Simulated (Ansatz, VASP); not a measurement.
**Two plane-wave programs on NaI**

INCAR

```
ALGO     = Normal         # electronic algorithm
EDIFF    = 1E-7           # SCF threshold, eV
ENCUT    = 520            # plane-wave cutoff, eV
GGA      = PE             # functional
ISIF     = 2              # what is computed and relaxed
ISMEAR   = 0              # smearing method
IVDW     = 12             # dispersion correction
LASPH    = True           # aspherical terms in the spheres
LCHARG   = True           # write CHGCAR
LELF     = True           # ELF
LREAL    = False          # projectors in reciprocal space
LVHAR    = True         
LWAVE    = False          # write WAVECAR
NBANDS   = 22             # bands
NELM     = 100            # most SCF steps
PREC     = Accurate       # precision mode
SIGMA    = 0.05           # smearing width, eV
```

The input KPOINTS:

```
k-points
0
Gamma
  6 8 4
```

POSCAR

```
NaI
1.0
    4.7722534545      0.0000000000     -0.7158380182
    0.0000000000      4.1018944388      0.0000000000
   -1.0160667574      0.0000000000      6.5251807160
Na I
2 2
Direct
    0.2500000000      0.5000000000      0.2499880837
    0.7500000000      0.5000000000      0.7500119163
    0.2500000000      0.0000000000      0.7499134626
    0.7500000000      0.0000000000      0.2500865374
```

Input for Ansatz:

```yaml
crystal:
  lattice:
    - [4.7722534545, 0.0, -0.7158380182]
    - [0.0, 4.1018944388, 0.0]
    - [-1.0160667574, 0.0, 6.525180716]
  atoms:
    - { symbol: Na, position: [0.25, 0.5, 0.2499880837] }
    - { symbol: Na, position: [0.75, 0.5, 0.7500119163] }
    - { symbol: I, position: [0.25, 0.0, 0.7499134626] }
    - { symbol: I, position: [0.75, 0.0, 0.2500865374] }
basis:
  ecutwfc: 520.0
kpoints:
  mp_grid: { grid: [6, 8, 4] }
hamiltonian:
  xc: pbe
  dispersion: d3bj
scf:
  occupations: { method: gaussian, width: 0.05 }
output:
  forces: true
  stress: true
  eigenvalues: true
```

Change from the starting cell: engineering shear strain xz -0.3000, normal strain along z -0.0367.

Alike in both runs: task single point; functional PBE; dispersion D3(BJ); k mesh 6 × 8 × 4; occupations gaussian, width 0.05 eV; no spin polarisation.

|  | VASP | Ansatz |
| --- | --- | --- |
| version | VASP 6.6.1 | Ansatz 0.2.0 |
| potentials or method | VASP PAW PBE potentials, release 64 (Na_pv, I), cutoff 520 eV | scalar-relativistic, plane waves, PAW |
| valence electrons in the cell | 28 | 52 |

```csv
,VASP,Ansatz,Ansatz less VASP
gap on the k mesh at the Fermi level (eV),0.50,0.50,+0.001
least direct gap on the mesh (eV),0.72,0.72,+0.001
pressure (GPa),2.5,2.5,-0.02
"traceless stress, the component that is largest in VASP (GPa)",7.54,7.54,+0.005
```

VASP's potentials hold 28 valence electrons a cell and Ansatz's 52, so a difference there can come from the potentials and not from the codes.

Neither program's run includes spin-orbit coupling.
